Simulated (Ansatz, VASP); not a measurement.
**Two plane-wave programs on Cu**

```xyz
1
Lattice="2.5503 0.0000 0.0000 0.0000 2.5503 0.0000 0.0000 0.0000 2.5503" Properties=species:S:1:pos:R:3 pbc="T T T"
Cu    0.0000    0.0000    0.0000
```

Alike in both runs: task single point; functional BLYP; k mesh 14 × 14 × 14; occupations fermi-dirac, width 0.1 eV; no spin polarisation.

|  | VASP | Ansatz |
| --- | --- | --- |
| version | VASP 6.6.1 | Ansatz 0.2.0 |
| potentials or method | VASP PAW PBE potentials, release 64 (Cu), cutoff 520 eV | plane waves (420 eV) with PAW, scalar-relativistic |
| valence electrons in the cell | 11 | 19 |

```tsv
	VASP	Ansatz	Ansatz less VASP
pressure (GPa)	-6.7	-7.1	-0.37
```

VASP's potentials were made for PBE, not for BLYP. With one functional, cell and mesh, what is left measures potentials, basis and numerics. VASP's potentials hold 11 valence electrons a cell and Ansatz's 19, so a difference there can come from the potentials and not from the codes.
